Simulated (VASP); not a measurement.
# CdTe (zincblende type) (F-43m) in VASP: notebook

The runs below take CdTe (zincblende type) through density of states, with LDA.

All numbers are computed with VASP 6.6.1; they aren't measurements. Logs are shortened: lines on timing, memory, paths and dates and some standing lists are left out, and cuts for length are marked.

### 1 The cell of the first run

It takes space group F-43m (No. 216, cubic). The conventional cell has a = 5.250 Å, b = 5.250 Å, c = 5.250 Å, α = 90.00°, β = 90.00°, γ = 90.00°. Cd (site symmetry -43m) has 4 Te at 2.27 Å within 3.0 Å. Within 3.0 Å of Te (site symmetry -43m) lie 4 Cd at 2.27 Å.

### 2 Density of states, LDA (volume scaled by 0.55)

File POSCAR:

```
CdTe
1.0
    0.0000000000      2.6248585210      2.6248585210
    2.6248585210      0.0000000000      2.6248585210
    2.6248585210      2.6248585210      0.0000000000
Cd Te
1 1
Direct
    0.0000000000      0.0000000000      0.0000000000
    0.2500000000      0.2500000000      0.2500000000
```

File INCAR.step1:

```
SYSTEM = CdTe
PREC = Accurate
ENCUT = 520
EDIFF = 1E-7
ISMEAR = -1
SIGMA = 0.05
LREAL = .False.
LASPH = .True.
NELM = 100
ALGO = Normal
ISIF = 2
LWAVE = .False.
LCHARG = .True.
NBANDS = 16
```

File KPOINTS.step1:

```
regular mesh
0
Gamma
  12 12 12
  0 0 0
```

File INCAR.step2:

```
SYSTEM = CdTe
PREC = Accurate
ENCUT = 520
EDIFF = 1E-7
ISMEAR = -5
SIGMA = 0.05
LREAL = .False.
LASPH = .True.
NELM = 100
ALGO = Normal
ISIF = 2
LWAVE = .False.
LCHARG = .False.
LORBIT = 11
NBANDS = 16
NEDOS = 2001
ICHARG = 11
```

File KPOINTS.step2:

```
regular mesh
0
Gamma
  18 18 18
  0 0 0
```

Potentials or basis: VASP PAW LDA potentials, release 64 (Cd, Te).

Launch:

```console
cat potpaw_LDA.64/Cd/POTCAR potpaw_LDA.64/Te/POTCAR > POTCAR
cp INCAR.step1 INCAR
cp KPOINTS.step1 KPOINTS
mpirun -np 1 vasp_std > vasp.out
cp INCAR.step2 INCAR
cp KPOINTS.step2 KPOINTS
mpirun -np 1 vasp_std > vasp.out
```

OUTCAR:

```text
SYSTEM = CdTe
   PREC = Accurate
   ENCUT = 520
   EDIFF = 1E-7
   ISMEAR = -5
   LREAL = .False.
   LASPH = .True.
   NELM = 100
   ISIF = 2
   LORBIT = 11
   ICHARG = 11

 ion  position               nearest neighbor table
   1  0.000  0.000  0.000-   2 2.27   2 2.27   2 2.27   2 2.27
   2  0.250  0.250  0.250-   1 2.27   1 2.27   1 2.27   1 2.27

  LATTYP: Found a face centered cubic cell.
 ALAT       =     5.2497170420

  Lattice vectors:

 A1 = (   0.0000000000,   2.6248585210,   2.6248585210)
 A2 = (   2.6248585210,   0.0000000000,   2.6248585210)
 A3 = (   2.6248585210,   2.6248585210,   0.0000000000)

Analysis of symmetry for initial positions (statically):
=====================================================================
 Subroutine PRICEL returns:
 Original cell was already a primitive cell.

 Routine SETGRP: Setting up the symmetry group for a
 face centered cubic supercell.

 Subroutine GETGRP returns: Found 24 space group operations
 (whereof 24 operations were pure point group operations)
 out of a pool of 48 trial point group operations.

The static configuration has the point symmetry T_d .

Analysis of symmetry for dynamics (positions and initial velocities):
=====================================================================
 Subroutine PRICEL returns:
 Original cell was already a primitive cell.

 Routine SETGRP: Setting up the symmetry group for a
 face centered cubic supercell.

 Subroutine GETGRP returns: Found 24 space group operations
 (whereof 24 operations were pure point group operations)
 out of a pool of 48 trial point group operations.

The dynamic configuration has the point symmetry T_d .

 Subroutine INISYM returns: Found 24 space group operations
 (whereof 24 operations are pure point group operations),
 and found     1 'primitive' translations

----------------------------------------------------------------------------------------

                                     Primitive cell

  volume of cell :      36.1699

  direct lattice vectors                    reciprocal lattice vectors
     0.000000000  2.624858521  2.624858521    -0.190486457  0.190486457  0.190486457
     2.624858521  0.000000000  2.624858521     0.190486457 -0.190486457  0.190486457
     2.624858521  2.624858521  0.000000000     0.190486457  0.190486457 -0.190486457

  length of vectors
     3.712110520  3.712110520  3.712110520     0.329932222  0.329932222  0.329932222

  position of ions in fractional coordinates (direct lattice)
     0.000000000  0.000000000  0.000000000
     0.250000000  0.250000000  0.250000000

  ion indices of the primitive-cell ions
   primitive index   ion index
                 1           1
                 2           2

----------------------------------------------------------------------------------------

 KPOINTS: regular mesh

Automatic generation of k-mesh.
 Grid dimensions read from file:
 generate k-points for:   18   18   18

 Generating k-lattice:

  Cartesian coordinates                     Fractional coordinates (reciprocal lattice)
    -0.010582581  0.010582581  0.010582581     0.055555556  0.000000000  0.000000000
     0.010582581 -0.010582581  0.010582581     0.000000000  0.055555556  0.000000000
     0.010582581  0.010582581 -0.010582581     0.000000000  0.000000000  0.055555556

  Length of vectors
     0.018329568  0.018329568  0.018329568

  Shift w.r.t. Gamma in fractional coordinates (k-lattice)
     0.000000000  0.000000000  0.000000000

 TETIRR: Found    806 inequivalent tetrahedra from    34992

 Subroutine IBZKPT returns following result:
 ===========================================

 Found    195 irreducible k-points:

 Following reciprocal coordinates:
            Coordinates               Weight
  0.000000  0.000000  0.000000      1.000000
  0.055556  0.000000  0.000000      8.000000
  0.111111  0.000000  0.000000      8.000000
  0.166667  0.000000  0.000000      8.000000
  0.222222  0.000000  0.000000      8.000000
  0.277778  0.000000  0.000000      8.000000
[... 16 lines left out ...]
 -0.277778  0.055556  0.000000     24.000000
 -0.222222  0.055556  0.000000     24.000000
 [... further k-points ...]
   k-points           NKPTS =    195   k-points in BZ     NKDIM =    195   number of bands    NBANDS=     16
   number of dos      NEDOS =   2001   number of ions     NIONS =      2
   total plane-waves  NPLWV =  21952
   dimension x,y,z NGX =    28 NGY =   28 NGZ =   28
   dimension x,y,z NGXF=    56 NGYF=   56 NGZF=   56
   ions per type =               1   1
   NGX,Y,Z   is equivalent  to a cutoff of  12.54, 12.54, 12.54 a.u.
   NGXF,Y,Z  is equivalent  to a cutoff of  25.08, 25.08, 25.08 a.u.
 SYSTEM =  CdTe
   PREC   = accura    normal or accurate (medium, high low for compatibility)
   ISTART =      0    job   : 0-new  1-cont  2-samecut
   ICHARG =     11    charge: 1-file 2-atom 10-const
   ISPIN  =      1    spin polarized calculation?
   LNONCOLLINEAR =      F non collinear calculations
   LSORBIT =      F    spin-orbit coupling
   LASPH  =      T    aspherical Exc in radial PAW
   ENCUT  =  520.0 eV  38.22 Ry    6.18 a.u.   6.90  6.90  6.90*2*pi/ulx,y,z
   NELM   =    100;   NELMIN=  2; NELMDL=  0     # of ELM steps
   EDIFF  = 0.1E-06   stopping-criterion for ELM
   LREAL  =      F    real-space projection
   EDIFFG = 0.1E-05   stopping-criterion for IOM
   NSW    =      0    number of steps for IOM
   IBRION =     -1    ionic relax: 0-MD 1-quasi-New 2-CG
   NFREE  =      0    steps in history (QN), initial steepest desc. (CG)
   ISIF   =      2    stress and relaxation
   ISYM   =      2    0-nonsym 1-usesym 2-fastsym
   POTIM  = 0.5000    time-step for ionic-motion
   TEBEG  =    0.0;   TEEND  =   0.0 temperature during run
   PSTRESS=    0.0 pullay stress
   NELECT =      18.0000    total number of electrons
   NUPDOWN=      -1.0000    fix difference up-down
   EMIN   =  10.00;   EMAX   =-10.00  energy-range for DOS
   EFERMI =   0.00;   METHOD = LEGACY
   ISMEAR =    -5;   SIGMA  =   0.05  broadening in eV -4-tet -1-fermi 0-gaus
   EFERMI_NEDOS =   21; number of points for ismear=-14 and -15
   IALGO  =     38    algorithm
   IMIX   =      4    mixing-type and parameters
     AMIX     =   0.40;   BMIX     =  1.00
     AMIX_MAG =   1.60;   BMIX_MAG =  1.00
  volume/ion in A,a.u.               =      18.08       122.04
  Fermi-wavevector in a.u.,A,eV,Ry     =   1.297328  2.451594 22.899418  1.683060
  Thomas-Fermi vector in A             =   2.428727
   LORBIT       =     11    0 simple, 1 ext, 2 COOP (PROOUT), +10 PAW based schemes
   GGA     = CA    functional components
   LHFCALC =     F    Hartree Fock is set to
   AEXX    =    0.0000 exact exchange contribution
   IVDW    =     0    specifies the selected vdW correction
   LEPSILON=     F    determine dielectric tensor
   LRPA    =     F    only Hartree local field effects (RPA)
 non-spin polarized calculation
 Fermi weights with tetrahedron method with Bloechl corrections
  energy-cutoff  :      520.00
  volume of cell :       36.17
 maximum number of plane-waves:       990

 number of electron      17.9999992 magnetization

 Free energy of the ion-electron system (eV)
  ---------------------------------------------------
  ext. energy  EPLUGINS =         0.00000000
  ---------------------------------------------------
  free energy    TOTEN  =         0.14162872 eV

  energy without entropy =        0.14162872  energy(sigma->0) =        0.14162872

 E-fermi :  11.0722     XC(G=0): -11.9659

 val. band max:       11.0707009212   @ k =   0.0000   0.0000   0.0000
 cond. band min:      11.4390068760   @ k =   0.5000   0.5000   0.0000
 fundamental gap:      0.3683059548
 Fermi energy:        11.0721905551

 k-point     1 :       0.0000    0.0000    0.0000
  band No.  band energies     occupation
      1      -6.3759      2.00000
      2      -2.1787      2.00000
      3      -2.1787      2.00000
      4      -2.1787      2.00000
      5      -1.1529      2.00000
      6      -1.1529      2.00000
[... 8 lines left out ...]
     15      19.9027      0.00000
     16      19.9027      0.00000

 k-point     2 :       0.0556    0.0000    0.0000
  band No.  band energies     occupation
      1      -6.3393      2.00000
      2      -2.1733      2.00000
      3      -2.1690      2.00000
      4      -2.1690      2.00000
      5      -1.1557      2.00000
      6      -1.1557      2.00000
[... 8 lines left out ...]
     15      19.5783      0.00000
     16      19.5783      0.00000

 k-point     3 :       0.1111    0.0000    0.0000
  band No.  band energies     occupation
      1      -6.2329      2.00000
      2      -2.1523      2.00000
      3      -2.1417      2.00000
      4      -2.1417      2.00000
      5      -1.1627      2.00000
      6      -1.1627      2.00000
[... 8 lines left out ...]
     15      19.1063      0.00000
     16      19.1063      0.00000

 k-point     4 :       0.1667    0.0000    0.0000
  band No.  band energies     occupation
      1      -6.0674      2.00000
      2      -2.1015      2.00000
      3      -2.1015      2.00000
      4      -2.1006      2.00000
      5      -1.1708      2.00000
      6      -1.1708      2.00000
[... 8 lines left out ...]
     15      18.8183      0.00000
     16      18.8183      0.00000

 k-point     5 :       0.2222    0.0000    0.0000
  band No.  band energies     occupation
      1      -5.8618      2.00000
      2      -2.0556      2.00000
      3      -2.0556      2.00000
      4      -1.9936      2.00000
      5      -1.1754      2.00000
      6      -1.1754      2.00000
[... 8 lines left out ...]
     15      18.8516      0.00000
     16      18.8516      0.00000

 k-point     6 :       0.2778    0.0000    0.0000
  band No.  band energies     occupation
      1      -5.6431      2.00000
      2      -2.0123      2.00000
      3      -2.0123      2.00000
      4      -1.7990      2.00000
      5      -1.1723      2.00000
      6      -1.1723      2.00000
[... 8 lines left out ...]
     15      19.2442      0.00000
     16      19.2442      0.00000

 k-point     7 :       0.3333    0.0000    0.0000
  band No.  band energies     occupation
      1      -5.4424      2.00000
      2      -1.9779      2.00000
      3      -1.9779      2.00000
      4      -1.4832      2.00000
      5      -1.1606      2.00000
      6      -1.1606      2.00000
[... 8 lines left out ...]
     15      19.9085      0.00000
     16      20.0292      0.00000

 k-point     8 :       0.3889    0.0000    0.0000
  band No.  band energies     occupation
      1      -5.2865      2.00000
      2      -1.9552      2.00000
      3      -1.9552      2.00000
      4      -1.1439      2.00000
      5      -1.1439      2.00000
      6      -1.0245      2.00000
[... 8 lines left out ...]
     15      20.7162      0.00000
     16      21.0844      0.00000

 k-point     9 :       0.4444    0.0000    0.0000
  band No.  band energies     occupation
      1      -5.1905      2.00000
      2      -1.9431      2.00000
      3      -1.9431      2.00000
      4      -1.1293      2.00000
      5      -1.1293      2.00000
      6      -0.4381      2.00000
[... 8 lines left out ...]
     15      21.5162      0.00000
     16      22.0818      0.00000
[... 172 lines left out ...]
 k-point    19 :       0.5000    0.0556    0.0000
  band No.  band energies     occupation
      1      -5.1469      2.00000
      2      -1.9402      2.00000
      3      -1.9252      2.00000
      4      -1.1529      2.00000
      5      -1.1234      2.00000
      6      -0.0290      2.00000
[... 8 lines left out ...]
     15      21.9699      0.00000
     16      22.5365      0.00000

 k-point    20 :      -0.4444    0.0556    0.0000
  band No.  band energies     occupation
      1      -5.1574      2.00000
      2      -1.9386      2.00000
      3      -1.9293      2.00000
      4      -1.1461      2.00000
      5      -1.1351      2.00000
      6      -0.1964      2.00000
[... 8 lines left out ...]
     15      21.4933      0.00000
     16      22.4017      0.00000

 k-point    21 :      -0.3889    0.0556    0.0000
  band No.  band energies     occupation
      1      -5.2310      2.00000
      2      -1.9443      2.00000
      3      -1.9415      2.00000
      4      -1.1711      2.00000
      5      -1.1556      2.00000
      6      -0.7758      2.00000
[... 8 lines left out ...]
     15      20.6850      0.00000
     16      22.2184      0.00000

 k-point    22 :      -0.3333    0.0556    0.0000
  band No.  band energies     occupation
      1      -5.3655      2.00000
      2      -1.9638      2.00000
      3      -1.9596      2.00000
      4      -1.3756      2.00000
      5      -1.1776      2.00000
      6      -1.0894      2.00000
[... 8 lines left out ...]
     15      19.8050      0.00000
     16      21.4488      0.00000

 k-point    23 :      -0.2778    0.0556    0.0000
  band No.  band energies     occupation
      1      -5.5506      2.00000
      2      -1.9975      2.00000
      3      -1.9873      2.00000
      4      -1.7056      2.00000
      5      -1.1932      2.00000
      6      -1.1354      2.00000
[... 8 lines left out ...]
     15      19.2049      0.00000
     16      20.5853      0.00000

 k-point    24 :      -0.2222    0.0556    0.0000
  band No.  band energies     occupation
      1      -5.7635      2.00000
      2      -2.0405      2.00000
      3      -2.0289      2.00000
      4      -1.9292      2.00000
      5      -1.1977      2.00000
      6      -1.1506      2.00000
[... 8 lines left out ...]
     15      19.0152      0.00000
     16      19.8628      0.00000

 [... further k-points ...]
[... 5 lines left out ...]
  --------------------------------------------------------------------------------------
  -------------------------------------------------------------------------------------
  Total       26.5780600     26.5780600     26.5780600     -0.0000000      0.0000000      0.0000000
  in kB     1177.2973437   1177.2973437   1177.2973437     -0.0000000      0.0000000      0.0000000
  external PRESSURE =    1177.2973437 kB  Pullay stress =       0.0000000 kB

 VOLUME and BASIS-vectors are now :
 -----------------------------------------------------------------------------
  energy-cutoff  :      520.00
  volume of cell :       36.17
      direct lattice vectors                 reciprocal lattice vectors
     0.000000000  2.624858521  2.624858521    -0.190486457  0.190486457  0.190486457
     2.624858521  0.000000000  2.624858521     0.190486457 -0.190486457  0.190486457
     2.624858521  2.624858521  0.000000000     0.190486457  0.190486457 -0.190486457

 POSITION                                       TOTAL-FORCE (eV/Angst)
 -----------------------------------------------------------------------------------
      0.00000      0.00000      0.00000        -0.000000     -0.000000     -0.000000
      1.31243      1.31243      1.31243         0.000000      0.000000      0.000000
 -----------------------------------------------------------------------------------
    total drift:                                0.000000      0.000000      0.000001

  FREE ENERGIE OF THE ION-ELECTRON SYSTEM (eV)
  ---------------------------------------------------
  free  energy   TOTEN  =         0.1416287192 eV

  energy  without entropy=        0.1416287192  energy(sigma->0) =        0.14162872

 total charge

# of ion       s       p       d       tot
------------------------------------------
    1        0.698   0.954   9.617  11.269
    2        1.372   2.529   0.148   4.049
--------------------------------------------------
tot          2.069   3.483   9.766  15.318
```

Wall time 2.7 min (1 thread of Intel Xeon 8259CL, shared host); peak memory 0.23 GiB.

Results:

| Property | Result |
| --- | --- |
| Valence electrons inside the program's atomic spheres | Cd 11.27; Te 4.05 |

Caveat: the cell differs from its parent crystal (volume scaled by 0.55); spin-orbit coupling is left out, which moves the levels of the heavy elements.

### 3 Density of states, LDA

This run uses another cell than the first one, of 32.88 Å³/atom, 1.818 times its volume.

File POSCAR:

```
CdTe
1.0
    0.0000000000      3.2036987384      3.2036987384
    3.2036987384      0.0000000000      3.2036987384
    3.2036987384      3.2036987384      0.0000000000
Cd Te
1 1
Direct
    0.0000000000      0.0000000000      0.0000000000
    0.2500000000      0.2500000000      0.2500000000
```

File INCAR.step1:

```
SYSTEM = CdTe
  PREC = Accurate
  ENCUT = 520
  EDIFF = 1E-7
  ISMEAR = -1
  SIGMA = 0.05
  LREAL = .False.
  LASPH = .True.
  NELM = 60
  ALGO = Normal
  ISIF = 2
  LWAVE = .False.
  LCHARG = .True.
  NBANDS = 16
```

File KPOINTS.step1:

```
Automatic mesh
0
Gamma
  12 12 12
  0 0 0
```

File INCAR.step2:

```
SYSTEM = CdTe
  PREC = Accurate
  ENCUT = 520
  EDIFF = 1E-7
  ISMEAR = -5
  SIGMA = 0.05
  LREAL = .False.
  LASPH = .True.
  NELM = 60
  ALGO = Normal
  ISIF = 2
  LWAVE = .False.
  LCHARG = .False.
  LORBIT = 10
  NBANDS = 16
  NEDOS = 2001
  ICHARG = 11
```

File KPOINTS.step2:

```
Automatic mesh
0
Gamma
  18 18 18
  0 0 0
```

Potentials or basis: VASP PAW LDA potentials, release 64 (Cd, Te).

Launch:

```console
cat potpaw_LDA.64/Cd/POTCAR potpaw_LDA.64/Te/POTCAR > POTCAR
cp INCAR.step1 INCAR
cp KPOINTS.step1 KPOINTS
mpirun -np 1 vasp_std > vasp.out
cp INCAR.step2 INCAR
cp KPOINTS.step2 KPOINTS
mpirun -np 1 vasp_std > vasp.out
```

Wall time 4.1 min (1 thread of Intel Xeon 8259CL, shared host); peak memory 0.33 GiB.

It converged, with:

- Valence electrons inside the program's atomic spheres: Cd 10.35; Te 3.45

Levels at points of the mesh, in eV from the valence-band top:
```
           k point  band 7  band 8  band 9  band 10  band 11  band 12
(0.00, 0.00, 0.00)    0.00    0.00    0.00     0.66     4.48     4.48
(0.50, 0.00, 0.00)   -4.70   -0.84   -0.84     1.69     5.08     5.08
(0.50, 0.50, 0.00)   -4.55   -2.01   -2.01     2.37     2.54     8.83
```

Caveat: spin-orbit coupling is left out, which moves the levels of the heavy elements.
